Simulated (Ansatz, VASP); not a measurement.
Two plane-wave programs on Bi6O

```
Bi O
1.0
     7.80795    0.00000    0.00000
    -3.90398    6.76189    0.00000
     0.00000    0.00000    4.48432
Bi O
6 1
Direct
  0.00000 0.00000 0.00000
  0.33333 0.66667 0.50000
  0.66667 0.33333 0.50000
  0.50000 0.00000 0.00000
  0.00000 0.50000 0.00000
  0.50000 0.50000 0.00000
  0.00000 0.00000 0.50000
```

Alike in both runs: functional PBE; k mesh 6 × 6 × 8; occupations gaussian, width 0.1 eV; no spin polarisation.

Ansatz relaxed the structure, and its values are those at the end. VASP's run is a single point on that final structure, the one shown.

|  | VASP | Ansatz |
| --- | --- | --- |
| version | VASP 6.6.1 | Ansatz 0.2.0 |
| potentials or method | VASP PAW PBE potentials, release 64 (Bi_d, O), cutoff 520 eV | scalar-relativistic, plane waves, PAW |
| valence electrons in the cell | 96 | 96 |

```tsv
	VASP	Ansatz	Ansatz less VASP
gap on the k mesh at the Fermi level (eV)	none	none	-
pressure (GPa)	0.0	0.0	+0.04
```

A gap of «none» marks a metal or a gap that the smearing closes. With one functional, cell and mesh, what is left measures potentials, basis and numerics.

Neither program's run includes spin-orbit coupling.
